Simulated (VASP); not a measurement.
## B: relaxation of cell and atoms with r2SCAN

Crystal: B.

```
CELL_PARAMETERS angstrom
0.00000 1.48534 1.48534
1.48534 0.00000 1.48534
1.48534 1.48534 0.00000
ATOMIC_POSITIONS crystal
B 0.00000 0.00000 0.00000
```

```json
{
 "Program": "VASP 6.6.1",
 "Task": "relaxation of cell and atoms",
 "Functional": "r2SCAN",
 "Potentials or basis": "VASP PAW PBE potentials, release 64 (B)",
 "Cutoff": "600 eV",
 "k mesh": "18 × 18 × 18",
 "Occupations": "fermi-dirac, width 0.1 eV",
 "Spin": "no spin polarisation",
 "Dipole correction": "no",
 "Further INCAR settings": "ALGO = Normal; EDIFF = 1e-06; IBRION = 2; EDIFFG = -0.01; NSW = 80; ISIF = 3"
}
```

```
Relaxed volume                         : 5.81 Å³/atom
Relaxed cell                           : a = 2.018 Å, b = 2.018 Å, c = 2.018 Å, α = 60.00°, β = 60.00°, γ = 60.00°
Space group after relaxing (to 0.05 Å) : Fm-3m (No. 225)
Energy gained by relaxing              : 68.1 meV/atom
Ionic steps                            : 3
Pressure after relaxing                : 0.0 GPa
```

Step by step:
| step | energy change (eV) | largest force (eV/Å) | pressure (GPa) | volume (Å³) |
| --- | --- | --- | --- | --- |
| 1 | 0.0000 | 0.0000 | -26.65 | 6.55 |
| 2 | -0.0588 | 0.0000 | 12.93 | 5.57 |
| 3 | -0.0681 | 0.0000 | 0.03 | 5.81 |

Final structure:
```
B
1.0
     0.00000    1.42700    1.42700
     1.42700    0.00000    1.42700
     1.42700    1.42700    0.00000
B
1
Direct
  0.00000 0.00000 0.00000
```

Levels at points of the mesh, in eV from the Fermi level:
| k point | band 1 | band 2 | band 3 | band 4 | band 5 |
| --- | --- | --- | --- | --- | --- |
| (0.00, 0.00, 0.00) | -20.66 | 17.64 | 17.64 | 17.64 | 34.15 |
| (0.50, 0.00, 0.00) | -10.74 | -6.15 | 14.41 | 14.41 | 30.67 |
| (0.50, 0.50, 0.00) | -7.72 | -0.38 | 6.75 | 6.75 | 16.60 |

It took 60 s on 1 thread of Intel Xeon 6975P-C (shared host), peak memory 0.12 GiB.

Caveat: the PAW data sets were made with another functional, which shifts forces and pressure a little.
